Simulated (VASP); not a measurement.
# InSb (I-4m2) in VASP: notebook, part 2 of 2

VASP 6.6.1. The steps go on from the part before.

### Step 5. Single point, PBE

This run uses another cell than the first one, of 24.53 Å³/atom.

INCAR

```
SYSTEM = InSb
PREC     = Accurate       ! precision mode
ENCUT    = 520            ! plane-wave cutoff, eV
EDIFF    = 1E-6           ! SCF threshold, eV
ISMEAR   = 0              ! smearing method
SIGMA    = 0.15           ! smearing width, eV
LREAL    = .FALSE.        ! projectors in reciprocal space
LASPH    = .TRUE.         ! aspherical terms in the spheres
NELM     = 80             ! most SCF steps
ALGO     = Normal         ! electronic algorithm
ISIF     = 2              ! what is computed and relaxed
LWAVE    = .FALSE.        ! write WAVECAR
LCHARG   = .TRUE.         ! write CHGCAR
GGA      = PE             ! functional
LELF     = .TRUE.         ! ELF
LVHAR    = .TRUE.       
NBANDS   = 16             ! bands
```

KPOINTS

```
Automatic mesh
0
G
  16 16 16
  0 0 0
```

POSCAR

```
InSb
1.0
   -2.8102500000      2.8102500000      1.5530500000
    2.8102500000     -2.8102500000      1.5530500000
    2.8102500000      2.8102500000     -1.5530500000
In Sb
1 1
Direct
    0.2500000000      0.7500000000      0.5000000000
    0.0000000000      0.0000000000      0.0000000000
```

Potentials or basis: VASP PAW PBE potentials, release 64 (In_d, Sb).

Command:

```console
$ cat potpaw_PBE.64/In_d/POTCAR potpaw_PBE.64/Sb/POTCAR > POTCAR
$ mpirun -np 1 vasp_std > vasp.out
```

OUTCAR:

```text
SYSTEM = InSb
   PREC = Accurate
   ENCUT = 520
   EDIFF = 1E-6
   ISMEAR = 0
   LREAL = .FALSE.
   LASPH = .TRUE.
   NELM = 80
   ISIF = 2
   GGA = PE

 ion  position               nearest neighbor table
   1  0.250  0.750  0.500-   2 2.92   2 2.92   2 2.92   2 2.92   2 3.65   2 3.65   2 3.65   2 3.65

   2  0.000  0.000  0.000-   1 2.92   1 2.92   1 2.92   1 2.92   1 3.65   1 3.65   1 3.65   1 3.65

  LATTYP: Found a body centered tetragonal cell.
 ALAT       =     5.6205000000
 C/A-ratio  =     0.5526376657

  Lattice vectors:

 A1 = (  -2.8102500000,   2.8102500000,   1.5530500000)
 A2 = (   2.8102500000,  -2.8102500000,   1.5530500000)
 A3 = (   2.8102500000,   2.8102500000,  -1.5530500000)

Analysis of symmetry for initial positions (statically):
=====================================================================
 Subroutine PRICEL returns:
 Original cell was already a primitive cell.

 Routine SETGRP: Setting up the symmetry group for a
 body centered tetragonal supercell.

 Subroutine GETGRP returns: Found  8 space group operations
 (whereof  8 operations were pure point group operations)
 out of a pool of 16 trial point group operations.

The static configuration has the point symmetry D_2d.

Analysis of symmetry for dynamics (positions and initial velocities):
=====================================================================
 Subroutine PRICEL returns:
 Original cell was already a primitive cell.

 Routine SETGRP: Setting up the symmetry group for a
 body centered tetragonal supercell.

 Subroutine GETGRP returns: Found  8 space group operations
 (whereof  8 operations were pure point group operations)
 out of a pool of 16 trial point group operations.

The dynamic configuration has the point symmetry D_2d.

 Subroutine INISYM returns: Found  8 space group operations
 (whereof  8 operations are pure point group operations),
 and found     1 'primitive' translations

[... 109 lines left out ...]
   ISMEAR =     0;   SIGMA  =   0.15  broadening in eV -4-tet -1-fermi 0-gaus
   EFERMI_NEDOS =   21; number of points for ismear=-14 and -15
   IALGO  =     38    algorithm
   IMIX   =      4    mixing-type and parameters
     AMIX     =   0.40;   BMIX     =  1.00
     AMIX_MAG =   1.60;   BMIX_MAG =  1.00
  volume/ion in A,a.u.               =      24.53       165.54
  Fermi-wavevector in a.u.,A,eV,Ry     =   1.171981  2.214723 18.688137  1.373539
  Thomas-Fermi vector in A             =   2.308417
   LORBIT       =      0    0 simple, 1 ext, 2 COOP (PROOUT), +10 PAW based schemes
   GGA     = PE    functional components
   LHFCALC =     F    Hartree Fock is set to
   AEXX    =    0.0000 exact exchange contribution
   IVDW    =     0    specifies the selected vdW correction
   LEPSILON=     F    determine dielectric tensor
   LRPA    =     F    only Hartree local field effects (RPA)
 non-spin polarized calculation
 Gauss-broadening in eV      SIGMA  =   0.15
  energy-cutoff  :      520.00
  volume of cell :       49.06
 maximum number of plane-waves:      1347
   NGX = 15   NGY = 15   NGZ = 15

 number of electron      18.0000008 magnetization

 Free energy of the ion-electron system (eV)
  ---------------------------------------------------
  ext. energy  EPLUGINS =         0.00000000
  ---------------------------------------------------
  free energy    TOTEN  =        -6.49959337 eV

  energy without entropy =       -6.49204788  energy(sigma->0) =       -6.49582063

 E-fermi :   8.9483     XC(G=0): -10.5311

 val. band max:        8.9442845052   @ k =  -0.2500  -0.3125   0.0625
 cond. band min:       8.9584979393   @ k =  -0.2500  -0.3750   0.0625
 fundamental gap:      0.0142134341
 Fermi energy:         8.9483380592

 k-point     1 :       0.0000    0.0000    0.0000
  band No.  band energies     occupation
      1      -6.1259      2.00000
      2      -5.8430      2.00000
      3      -5.8407      2.00000
      4      -5.6989      2.00000
      5      -5.6989      2.00000
      6      -3.3888      2.00000
[... 433 lines left out ...]
      3      -5.8415      2.00000
      4      -5.6991      2.00000
      5      -5.6980      2.00000
      6      -3.3558      2.00000
[... 8 lines left out ...]
     15      18.5299      0.00000
     16      19.6273      0.00000

 [... further k-points ...]
[... 5 lines left out ...]
  --------------------------------------------------------------------------------------
  -------------------------------------------------------------------------------------
  Total        3.0912479      3.0912479      2.5827375      0.0000000      0.0000000      0.0000000
  in kB      100.9506401    100.9506401     84.3442557      0.0000000      0.0000000      0.0000000
  external PRESSURE =      95.4151786 kB  Pullay stress =       0.0000000 kB

 VOLUME and BASIS-vectors are now :
 -----------------------------------------------------------------------------
  energy-cutoff  :      520.00
  volume of cell :       49.06
      direct lattice vectors                 reciprocal lattice vectors
    -2.810250000  2.810250000  1.553050000     0.000000000  0.177920114  0.321947136
     2.810250000 -2.810250000  1.553050000     0.177920114  0.000000000  0.321947136
     2.810250000  2.810250000 -1.553050000     0.177920114  0.177920114  0.000000000

 POSITION                                       TOTAL-FORCE (eV/Angst)
 -----------------------------------------------------------------------------------
      2.81025      0.00000      0.77653         0.000000      0.000000     -0.000000
      0.00000      0.00000      0.00000        -0.000000     -0.000000      0.000000
 -----------------------------------------------------------------------------------
    total drift:                               -0.000000      0.000000     -0.000000

  FREE ENERGIE OF THE ION-ELECTRON SYSTEM (eV)
  ---------------------------------------------------
  free  energy   TOTEN  =        -6.4995933655 eV

  energy  without entropy=       -6.4920478849  energy(sigma->0) =       -6.49582063
```

OSZICAR:

```text
N       E                     dE             d eps       ncg     rms          rms(c)
DAV:   1     0.108865675015E+03    0.10887E+03   -0.82774E+03 11248   0.125E+03
DAV:   2    -0.309753239572E+00   -0.10918E+03   -0.10567E+03 12424   0.302E+02
DAV:   3    -0.640181933508E+01   -0.60921E+01   -0.60425E+01 14088   0.686E+01
DAV:   4    -0.654618023685E+01   -0.14436E+00   -0.14433E+00 13656   0.114E+01
DAV:   5    -0.655380954073E+01   -0.76293E-02   -0.76292E-02 16320   0.237E+00    0.419E+00
DAV:   6    -0.650596342040E+01    0.47846E-01   -0.84779E-02 14880   0.543E+00    0.228E+00
DAV:   7    -0.650009823297E+01    0.58652E-02   -0.27204E-02 17112   0.231E+00    0.501E-01
DAV:   8    -0.649954606183E+01    0.55217E-03   -0.29312E-03 14424   0.764E-01    0.194E-01
DAV:   9    -0.649959826275E+01   -0.52201E-04   -0.24448E-04 15256   0.148E-01    0.528E-02
DAV:  10    -0.649959343022E+01    0.48325E-05   -0.94582E-06 14200   0.266E-02    0.217E-02
DAV:  11    -0.649959336553E+01    0.64695E-07   -0.26977E-06 14672   0.182E-02
   1 F= -.64995934E+01 E0= -.64958206E+01  d E =-.754548E-02
```

stdout:

```text
POSCAR found type information on POSCAR InSb
 POSCAR found :  2 types and       2 ions
 scaLAPACK will be used
 LDA part: xc-table for (Slater+PW92), standard interpolation
 POSCAR, INCAR and KPOINTS ok, starting setup
 FFT: planning ... GRIDC
 FFT: planning ... GRID_SOFT
 FFT: planning ... GRID
 WAVECAR not read
 entering main loop
```

It took 96 s on 1 thread of Intel Xeon Platinum 8488C (Sapphire Rapids), shared host; peak memory 0.41 GiB.

What came out:

| Quantity | Value |
| --- | --- |
| Free energy | -6.4996 eV |
| Pressure | 9.5 GPa |
| Band gap on the k mesh | zero (bands 9 and 10 overlap by 4.95 eV) |

Levels at points of the mesh, in eV from the Fermi level:
```
           k point  band 6  band 7  band 8  band 9  band 10  band 11  band 12  band 13
(0.00, 0.00, 0.00)  -12.34   -2.87   -2.41   -2.41     3.06     5.23     7.12     7.12
(0.50, 0.00, 0.00)   -8.33   -5.63   -2.28   -1.58    -1.37     2.29     3.31     5.45
(0.50, 0.50, 0.00)  -10.95   -8.23   -0.41    1.78     1.78     2.35     4.48     7.74
(0.50, 0.50, 0.50)   -9.58   -5.81   -5.45   -5.45     3.90     5.74    10.33    10.33
```

Caveat: the cell stands under pressure; spin-orbit coupling is left out, which moves the levels of the heavy elements.

### Step 6. The runs side by side

| cell | gap on the mesh (eV) | pressure (GPa) |
| --- | --- | --- |
| a = 4.244 Å, angles 97.1, 97.1, 138.9°, 2 atoms | none | 13.7 |
| a = 4.353 Å, angles 96.1, 96.1, 141.8°, 2 atoms | none | 12.4 |
| a = 4.309 Å, angles 96.9, 96.9, 139.6°, 2 atoms | none | 10.4 |
| a = 4.267 Å, angles 97.6, 97.6, 137.3°, 2 atoms | none | 9.5 |

Alike in all rows: task single point; level PBE; potentials or basis VASP PAW PBE potentials, release 64 (In_d, Sb); no spin polarisation; k mesh 16 × 16 × 16; cutoff (eV) 520; smearing gaussian 0.15 eV.

Caveats: the cell stands under pressure; spin-orbit coupling is left out, which moves the levels of the heavy elements.

Absolute energies hang on the potentials; compare differences alone.
